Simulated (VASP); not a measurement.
Wanted: the native input for a VASP 6.6.1 run.

| Quantity | Value |
| --- | --- |
| Task | single point |
| Functional | PBEsol |
| Potentials or basis | VASP PAW PBE potentials, release 64 (Gd) |
| Cutoff | 520 eV |
| k mesh | 8 × 8 × 8 |
| Occupations | fermi-dirac, width 0.05 eV |
| Spin | collinear spin, zero start |
| Starting moments | [0.0] μB |
| Fixed moment | 0 μB |
| Dipole correction | no |
| Further INCAR settings | ALGO = Normal; EDIFF = 1e-06; NBANDS = 19 |

The structure of Gd lies in POSCAR:

```
Gd
1.0
   -2.0250000000      2.0250000000      2.0250000000
    2.0250000000     -2.0250000000      2.0250000000
    2.0250000000      2.0250000000     -2.0250000000
Gd
1
Direct
    0.0000000000      0.0000000000      0.0000000000
```

These files were run (other wordings do the same):

INCAR

```
PREC = Accurate
ENCUT = 520
EDIFF = 1E-6
ISMEAR = -1
SIGMA = 0.05
LREAL = False
LASPH = True
NELM = 150
ALGO = Normal
ISIF = 2
LWAVE = False
LCHARG = True
ISPIN = 2
MAGMOM = 0
LORBIT = 11
NUPDOWN = 0.0
LMAXMIX = 6
GGA = PS
LELF = True
LVHAR = True
NBANDS = 19
```

KPOINTS

```
Automatic mesh
0
Gamma
  8 8 8
```

Potentials or basis: VASP PAW PBE potentials, release 64 (Gd).

Run with:

```console
$ cat potpaw_PBE.64/Gd/POTCAR > POTCAR
$ mpirun -np 1 vasp_std > vasp.out
```

It gave:

The pressure is -4.7 GPa, the net moment is 0.00 μB per cell and the valence electrons inside the program's atomic spheres are Gd 15.34.

Caveat: the PAW data sets were made with another functional, which shifts forces and pressure a little; the total moment is fixed, so each spin has its own Fermi level.

It took 70 s on 1 thread of Intel(R) Xeon(R) 6975P-C (Granite Rapids), on a shared host, peak memory 0.2 GiB.
